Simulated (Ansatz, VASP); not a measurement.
AlP3 in VASP and in Ansatz

```
CELL_PARAMETERS angstrom
4.02521 0.00000 0.00000
0.00000 4.02521 0.00000
0.00000 0.00000 4.02521
ATOMIC_POSITIONS crystal
Al 0.00000 0.00000 0.00000
P 0.00000 0.50000 0.50000
P 0.50000 0.00000 0.50000
P 0.50000 0.50000 0.00000
```

Alike in both runs: task single point; functional PBE; k mesh 4 × 4 × 4; occupations gaussian, width 0.1 eV; no spin polarisation.

```csv
,VASP,Ansatz
version,VASP 6.6.1,Ansatz 0.2.0
potentials or method,"VASP PAW PBE potentials, release 64 (Al, P), cutoff 520 eV","scalar-relativistic, plane waves, PAW"
valence electrons in the cell,18,18
```

Ansatz gave:

```
gap on the k mesh at the Fermi level (eV) : none
pressure (GPa)                            : -3.0
```

Q: What did VASP give for the same quantities?

A: gap on the k mesh at the Fermi level (eV): none; pressure (GPa): -3.1.

A gap of «none» marks a metal or a gap that the smearing closes. With one functional, cell and mesh, what is left measures potentials, basis and numerics.

The k mesh is coarse, so the values compare programs but aren't converged.
